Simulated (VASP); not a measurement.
# Al3GaN4 (Pm) in VASP: a series of runs

The runs below take Al3GaN4 through single point, with PBEsol.

Everything below comes from runs of VASP 6.6.1. Logs are shortened: lines on timing, memory, paths and dates and some standing lists are left out, and cuts for length are marked.

## 1. The cell of the first run

The structure is monoclinic, space group Pm (No. 6). Conventional cell: a = 5.447 Å, b = 3.380 Å, c = 5.635 Å, α = 90.00°, β = 90.03°, γ = 90.00°. Within 2.6 Å of Al (site symmetry m) lie 4 N at 1.97 to 2.06 Å. Within 2.6 Å of Al (site symmetry m) lie 4 N at 1.99 to 2.05 Å. Within 2.6 Å of Al (site symmetry m) lie 4 N at 1.98 to 2.06 Å. Within 2.7 Å of Ga (site symmetry m) lie 4 N at 2.03 to 2.11 Å. N (site symmetry m) has 3 Al at 1.98 to 2.03 Å and 1 Ga at 2.11 Å within 2.6 Å. Within 2.6 Å of N (site symmetry m) lie 4 Al at 1.99 to 2.06 Å. Within 2.6 Å of N (site symmetry m) lie 2 Al at 1.97 to 2.05 Å and 2 Ga at 2.07 Å. N (site symmetry m) has 3 Al at 2.03 to 2.06 Å and 1 Ga at 2.03 Å within 2.7 Å.

## 2. Single point, PBEsol (strain +0.080 along x and y, +0.040 along z)

File INCAR:

```
SYSTEM = Al3GaN4
PREC     = Accurate       ! precision mode
ENCUT    = 520            ! plane-wave cutoff, eV
EDIFF    = 1E-7           ! SCF threshold, eV
ISMEAR   = 0              ! smearing method
SIGMA    = 0.05           ! smearing width, eV
LREAL    = .False.        ! projectors in reciprocal space
LASPH    = .True.         ! aspherical terms in the spheres
NELM     = 60             ! most SCF steps
ALGO     = Normal         ! electronic algorithm
ISIF     = 2              ! what is computed and relaxed
LWAVE    = .False.        ! write WAVECAR
LCHARG   = .True.         ! write CHGCAR
GGA      = PS             ! functional
LELF     = .True.         ! ELF
LVHAR    = .True.       
NBANDS   = 31             ! bands
```

File KPOINTS:

```
regular mesh
0
Gamma
  6 8 4
  0 0 0
```

File POSCAR:

```
Al3GaN4
1.0
    5.4468806090      0.0000000000      0.0001195903
    0.0000000000      3.3804798092      0.0000000000
   -0.0034951575      0.0000000000      5.6347116253
Al Ga N
3 1 4
Direct
    0.5002300423      0.5000000000      0.1673295664
    0.0009207036      0.5000000000      0.8348055932
    0.0010880650      0.0000000000      0.3316926342
    0.4994217138      0.0000000000      0.6662009016
    0.1111724737      0.0000000000      0.6663292503
    0.1224543238      0.5000000000      0.1671578647
    0.6251234799      0.5000000000      0.8401923551
    0.6231881979      0.0000000000      0.3262928345
```

Potentials or basis: VASP PAW PBE potentials, release 64 (Al, Ga_d, N).

Launch:

```console
> cat potpaw_PBE.64/Al/POTCAR potpaw_PBE.64/Ga_d/POTCAR potpaw_PBE.64/N/POTCAR > POTCAR
> mpirun -np 1 vasp_std > vasp.out
```

OUTCAR:

```text
SYSTEM = Al3GaN4
   PREC = Accurate
   ENCUT = 520
   EDIFF = 1E-7
   ISMEAR = 0
   LREAL = .False.
   LASPH = .True.
   NELM = 60
   ISIF = 2
   GGA = PS

 ion  position               nearest neighbor table
   1  0.500  0.500  0.167-   7 1.97   8 2.03   8 2.03   6 2.06   2 3.30   2 3.31   3 3.33   3 3.33
                             3 3.34   3 3.34
   2  0.001  0.500  0.835-   6 1.99   5 2.03   5 2.03   7 2.05   3 3.27   3 3.27   3 3.30   3 3.30
                             1 3.30   1 3.31
   3  0.001  0.000  0.332-   5 1.98   6 2.04   6 2.04   8 2.06   2 3.27   2 3.27   2 3.30   2 3.30
                             1 3.33   1 3.33   1 3.34   1 3.34
   4  0.499  0.000  0.666-   8 2.03   7 2.07   7 2.07   5 2.11
   5  0.111  0.000  0.666-   3 1.98   2 2.03   2 2.03   4 2.11
   6  0.122  0.500  0.167-   2 1.99   3 2.04   3 2.04   1 2.06
   7  0.625  0.500  0.840-   1 1.97   2 2.05   4 2.07   4 2.07
   8  0.623  0.000  0.326-   1 2.03   1 2.03   4 2.03   3 2.06

  LATTYP: Found a simple monoclinic cell.
 ALAT       =     5.4468806103
 B/A-ratio  =     0.6206267497
 C/A-ratio  =     1.0344843430
 COS(beta)  =    -0.0005983345

  Lattice vectors:

 A1 = (   5.4468806090,   0.0000000000,   0.0001195903)
 A2 = (   0.0000000000,   3.3804798092,   0.0000000000)
 A3 = (  -0.0034951575,   0.0000000000,   5.6347116253)

Analysis of symmetry for initial positions (statically):
=====================================================================
 Subroutine PRICEL returns:
 Original cell was already a primitive cell.

 Routine SETGRP: Setting up the symmetry group for a
 simple monoclinic supercell.

 Subroutine GETGRP returns: Found  2 space group operations
 (whereof  2 operations were pure point group operations)
 out of a pool of  4 trial point group operations.

The static configuration has the point symmetry C_1h.

Analysis of symmetry for dynamics (positions and initial velocities):
=====================================================================
 Subroutine PRICEL returns:
 Original cell was already a primitive cell.

 Routine SETGRP: Setting up the symmetry group for a
 simple monoclinic supercell.

 Subroutine GETGRP returns: Found  2 space group operations
 (whereof  2 operations were pure point group operations)
 out of a pool of  4 trial point group operations.

The dynamic configuration has the point symmetry C_1h.

 Subroutine INISYM returns: Found  2 space group operations
 (whereof  2 operations are pure point group operations),
 and found     1 'primitive' translations

----------------------------------------------------------------------------------------

                                     Primitive cell

  volume of cell :     103.7523

  direct lattice vectors                    reciprocal lattice vectors
     5.446880609  0.000000000  0.000119590     0.183591317  0.000000000  0.000113880
     0.000000000  3.380479809  0.000000000     0.000000000  0.295815995  0.000000000
    -0.003495158  0.000000000  5.634711625    -0.000003897  0.000000000  0.177471369

  length of vectors
     5.446880610  3.380479809  5.634712709     0.183591353  0.295815995  0.177471369

  position of ions in fractional coordinates (direct lattice)
     0.500230042  0.500000000  0.167329566
     0.000920704  0.500000000  0.834805593
     0.001088065  0.000000000  0.331692634
     0.499421714  0.000000000  0.666200902
     0.111172474  0.000000000  0.666329250
     0.122454324  0.500000000  0.167157865
     0.625123480  0.500000000  0.840192355
     0.623188198  0.000000000  0.326292835

  ion indices of the primitive-cell ions
   primitive index   ion index
                 1           1
                 2           2
                 3           3
                 4           4
                 5           5
                 6           6
                 7           7
                 8           8

----------------------------------------------------------------------------------------

 KPOINTS: regular mesh

Automatic generation of k-mesh.
 Grid dimensions read from file:
 generate k-points for:    6    8    4

 Generating k-lattice:

  Cartesian coordinates                     Fractional coordinates (reciprocal lattice)
     0.030598553  0.000000000  0.000018980     0.166666667  0.000000000 -0.000000000
     0.000000000  0.036976999  0.000000000     0.000000000  0.125000000  0.000000000
    -0.000000974  0.000000000  0.044367842     0.000000000  0.000000000  0.250000000

  Length of vectors
     0.030598559  0.036976999  0.044367842

  Shift w.r.t. Gamma in fractional coordinates (k-lattice)
     0.000000000  0.000000000  0.000000000

 Subroutine IBZKPT returns following result:
 ===========================================

 Found     70 irreducible k-points:

 Following reciprocal coordinates:
            Coordinates               Weight
  0.000000  0.000000  0.000000      1.000000
  0.166667  0.000000  0.000000      2.000000
  0.333333  0.000000  0.000000      2.000000
  0.500000  0.000000  0.000000      1.000000
  0.000000  0.125000  0.000000      2.000000
  0.166667  0.125000  0.000000      4.000000
[... 16 lines left out ...]
  0.333333  0.000000  0.250000      2.000000
  0.500000  0.000000  0.250000      2.000000
 [... further k-points ...]
   k-points           NKPTS =     70   k-points in BZ     NKDIM =     70   number of bands    NBANDS=     31
   number of dos      NEDOS =    301   number of ions     NIONS =      8
   total plane-waves  NPLWV =  49392
   dimension x,y,z NGX =    42 NGY =   28 NGZ =   42
   dimension x,y,z NGXF=    84 NGYF=   56 NGZF=   84
   ions per type =               3   1   4
   NGX,Y,Z   is equivalent  to a cutoff of  12.82, 13.77, 12.39 a.u.
   NGXF,Y,Z  is equivalent  to a cutoff of  25.64, 27.54, 24.78 a.u.
 SYSTEM =  Al3GaN4
   PREC   = accura    normal or accurate (medium, high low for compatibility)
   ISTART =      0    job   : 0-new  1-cont  2-samecut
   ICHARG =      2    charge: 1-file 2-atom 10-const
   ISPIN  =      1    spin polarized calculation?
   LNONCOLLINEAR =      F non collinear calculations
   LSORBIT =      F    spin-orbit coupling
   LASPH  =      T    aspherical Exc in radial PAW
   ENCUT  =  520.0 eV  38.22 Ry    6.18 a.u.  10.13  6.29 10.48*2*pi/ulx,y,z
   NELM   =     60;   NELMIN=  2; NELMDL= -5     # of ELM steps
   EDIFF  = 0.1E-06   stopping-criterion for ELM
   LREAL  =      F    real-space projection
   EDIFFG = 0.1E-05   stopping-criterion for IOM
   NSW    =      0    number of steps for IOM
   IBRION =     -1    ionic relax: 0-MD 1-quasi-New 2-CG
   NFREE  =      0    steps in history (QN), initial steepest desc. (CG)
   ISIF   =      2    stress and relaxation
   ISYM   =      2    0-nonsym 1-usesym 2-fastsym
   POTIM  = 0.5000    time-step for ionic-motion
   TEBEG  =    0.0;   TEEND  =   0.0 temperature during run
   PSTRESS=    0.0 pullay stress
   NELECT =      42.0000    total number of electrons
   NUPDOWN=      -1.0000    fix difference up-down
   EMIN   =  10.00;   EMAX   =-10.00  energy-range for DOS
   EFERMI =   0.00;   METHOD = LEGACY
   ISMEAR =     0;   SIGMA  =   0.05  broadening in eV -4-tet -1-fermi 0-gaus
   EFERMI_NEDOS =   21; number of points for ismear=-14 and -15
   IALGO  =     38    algorithm
   IMIX   =      4    mixing-type and parameters
     AMIX     =   0.40;   BMIX     =  1.00
     AMIX_MAG =   1.60;   BMIX_MAG =  1.00
  volume/ion in A,a.u.               =      12.97        87.52
  Fermi-wavevector in a.u.,A,eV,Ry     =   1.211040  2.288534 19.954560  1.466619
  Thomas-Fermi vector in A             =   2.346568
   LORBIT       =      0    0 simple, 1 ext, 2 COOP (PROOUT), +10 PAW based schemes
   GGA     = PS    functional components
   LHFCALC =     F    Hartree Fock is set to
   AEXX    =    0.0000 exact exchange contribution
   IVDW    =     0    specifies the selected vdW correction
   LEPSILON=     F    determine dielectric tensor
   LRPA    =     F    only Hartree local field effects (RPA)
 non-spin polarized calculation
 Gauss-broadening in eV      SIGMA  =   0.05
  energy-cutoff  :      520.00
  volume of cell :      103.75
 maximum number of plane-waves:      2818
 NGX is ok and might be reduce to    42
   NGX = 21   NGY = 13   NGZ = 21

 number of electron      42.0000005 magnetization

 Free energy of the ion-electron system (eV)
  ---------------------------------------------------
  ext. energy  EPLUGINS =         0.00000000
  ---------------------------------------------------
  free energy    TOTEN  =       -58.27665301 eV

  energy without entropy =      -58.27665301  energy(sigma->0) =      -58.27665301

 E-fermi :   4.2543     XC(G=0): -10.4574

 val. band max:        4.0300455798   @ k =   0.0000   0.0000   0.0000
 cond. band min:       6.0168603984   @ k =   0.0000   0.0000   0.0000
 fundamental gap:      1.9868148186
 Fermi energy:         4.2543312976

 k-point     1 :       0.0000    0.0000    0.0000
  band No.  band energies     occupation
      1     -10.1344      2.00000
      2      -9.5063      2.00000
      3      -9.4478      2.00000
      4      -8.9568      2.00000
      5      -8.9062      2.00000
      6      -8.8599      2.00000
[... 23 lines left out ...]
     30      13.4409      0.00000
     31      13.5422      0.00000

 k-point     2 :       0.1667    0.0000    0.0000
  band No.  band energies     occupation
      1     -10.0676      2.00000
      2      -9.5078      2.00000
      3      -9.4384      2.00000
      4      -8.9569      2.00000
      5      -8.9066      2.00000
      6      -8.8601      2.00000
[... 23 lines left out ...]
     30      13.5558      0.00000
     31      13.6605      0.00000

 k-point     3 :       0.3333    0.0000    0.0000
  band No.  band energies     occupation
      1      -9.9003      2.00000
      2      -9.5057      2.00000
      3      -9.4281      2.00000
      4      -8.9570      2.00000
      5      -8.9076      2.00000
      6      -8.8603      2.00000
[... 703 lines left out ...]
     30      13.4353      0.00000
     31      13.6457      0.00000

 k-point    24 :       0.5000    0.0000    0.2500
  band No.  band energies     occupation
      1      -9.7376      2.00000
      2      -9.5138      2.00000
      3      -9.2696      2.00000
      4      -8.9572      2.00000
      5      -8.9208      2.00000
      6      -8.8604      2.00000
[... 23 lines left out ...]
     30      13.3439      0.00000
     31      13.6847      0.00000

 [... further k-points ...]
[... 5 lines left out ...]
  --------------------------------------------------------------------------------------
  -------------------------------------------------------------------------------------
  Total      -17.9481078    -18.6520700    -13.3254973      0.0000000      0.0000000     -0.0038999
  in kB     -277.1605079   -288.0313203   -205.7766552      0.0000000      0.0000000     -0.0602238
  external PRESSURE =    -256.9894945 kB  Pullay stress =       0.0000000 kB

 VOLUME and BASIS-vectors are now :
 -----------------------------------------------------------------------------
  energy-cutoff  :      520.00
  volume of cell :      103.75
      direct lattice vectors                 reciprocal lattice vectors
     5.446880609  0.000000000  0.000119590     0.183591317  0.000000000  0.000113880
     0.000000000  3.380479809  0.000000000     0.000000000  0.295815995  0.000000000
    -0.003495158  0.000000000  5.634711625    -0.000003897  0.000000000  0.177471369

 POSITION                                       TOTAL-FORCE (eV/Angst)
 -----------------------------------------------------------------------------------
      2.72411      1.69024      0.94291        -0.035594      0.000000      0.035656
      0.00210      1.69024      4.70389        -0.130445      0.000000     -0.106130
      0.00477      0.00000      1.86899        -0.079521      0.000000     -0.037569
      2.71796      0.00000      3.75391         0.018957      0.000000      0.130182
      0.60321      0.00000      3.75459         0.033533      0.000000      0.150473
      0.66641      1.69024      0.94190         0.058038      0.000000      0.097408
      3.40204      1.69024      4.73432         0.098026      0.000000     -0.105093
      3.39329      0.00000      1.83864         0.037006      0.000000     -0.164928
 -----------------------------------------------------------------------------------
    total drift:                               -0.001357      0.000000     -0.000242

  FREE ENERGIE OF THE ION-ELECTRON SYSTEM (eV)
  ---------------------------------------------------
  free  energy   TOTEN  =       -58.2766530134 eV

  energy  without entropy=      -58.2766530134  energy(sigma->0) =      -58.27665301
```

Wall time 2.3 min (1 thread of Intel Xeon Platinum 8559C (Emerald Rapids), shared host); peak memory 0.34 GiB.

Results:

```yaml
Free_energy: -58.2767 eV
Pressure: -25.7 GPa
Largest_force: 0.169 eV/Å
Band_gap_on_the_k_mesh: 1.99 eV, direct
```

Forces on the atoms (eV/Å):
```
Al  -0.036  0.000  0.036
Al  -0.130  0.000 -0.106
Al  -0.080  0.000 -0.038
Ga   0.019  0.000  0.130
N    0.034  0.000  0.150
N    0.058  0.000  0.097
N    0.098  0.000 -0.105
N    0.037  0.000 -0.165
```

Levels at points of the mesh, in eV from the valence-band top:
```csv
k point,band 19,band 20,band 21,band 22,band 23,band 24
"(0.00, 0.00, 0.00)",-0.09,-0.04,0.00,1.99,4.39,4.80
"(0.50, 0.00, 0.00)",-0.44,-0.30,-0.21,3.75,4.37,4.43
"(0.00, 0.50, 0.00)",-1.59,-1.25,-1.25,5.32,5.32,6.02
"(0.50, 0.50, 0.00)",-1.08,-1.07,-0.88,5.08,5.64,5.64
"(0.00, 0.00, 0.50)",-0.48,-0.34,-0.34,4.03,4.36,5.64
"(0.50, 0.00, 0.50)",-1.08,-1.07,-0.79,4.65,5.12,5.24
"(0.00, 0.50, 0.50)",-1.51,-0.62,-0.52,4.65,5.08,5.23
"(0.50, 0.50, 0.50)",-1.19,-1.12,-1.09,3.90,4.46,4.48
```

Caveat: the cell differs from its parent crystal (strain +0.080 along x and y, +0.040 along z); the PAW data sets were made with another functional, which shifts forces and pressure a little.

(Part 1 of 2 ends here.)
